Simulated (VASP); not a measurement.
Here is a VASP 6.6.1 calculation.

INCAR

```
ALGO = Normal
EDIFF = 1E-7
ENCUT = 520
GGA = PS
ISIF = 2
ISMEAR = 0
LASPH = T
LCHARG = F
LREAL = F
LWAVE = F
NBANDS = 22
NELM = 80
PREC = Accurate
SIGMA = 0.05
```

KPOINTS

```
k-points
0
Gamma
  9 9 8
```

The input POSCAR:

```
Bi
1.0
    4.5367400000      0.0000000000      0.0000000000
   -2.2683700000      3.9289320904      0.0000000000
    0.0000000000      0.0000000000      5.1998300000
Bi
2
Direct
    0.3333333333      0.6666666667      0.2500000000
    0.6666666667      0.3333333333      0.7500000000
```

Potentials or basis: VASP PAW PBE potentials, release 64 (Bi_d).

Command:

```sh
$ cat potpaw_PBE.64/Bi_d/POTCAR > POTCAR
$ mpirun -np 1 vasp_std > vasp.out
```

Q: What does it give for the pressure?

A: -8.6 GPa.

Q: Predict the band gap on the k mesh.

A: Zero (bands 15 and 16 overlap by 2.28 eV).

Stress tensor (GPa, compression positive):
```
 -7.30   0.00   0.00
  0.00  -7.30   0.00
  0.00   0.00 -11.34
```

Caveat: the cell stands under tension; the PAW data sets were made with another functional, which shifts forces and pressure a little; spin-orbit coupling is left out, which moves the levels of the heavy elements.
